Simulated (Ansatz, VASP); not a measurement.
Zn: VASP beside Ansatz

```
CELL_PARAMETERS angstrom
2.68245 0.00000 0.00000
-1.34122 2.32307 0.00000
0.00000 0.00000 4.97946
ATOMIC_POSITIONS crystal
Zn 0.33333 0.66667 0.25000
Zn 0.66667 0.33333 0.75000
```

Change from the starting cell: volume scaled by 1.02.

Alike in both runs: task single point; functional PBE; k mesh 16 × 16 × 8; occupations fermi-dirac, width 0.03 eV; no spin polarisation.

|  | VASP | Ansatz |
| --- | --- | --- |
| version | VASP 6.6.1 | Ansatz 0.2.0 |
| potentials or method | VASP PAW PBE potentials, release 64 (Zn), cutoff 520 eV | all-electron LAPW, scalar-relativistic |

|  | VASP | Ansatz | Ansatz less VASP |
| --- | --- | --- | --- |
| pressure (GPa) | -1.5 | -1.8 | -0.30 |
| traceless stress, the component that is largest in VASP (GPa) | -0.02 | 0.10 | +0.114 |

Ansatz ran all-electron here, and VASP with PAW potentials.
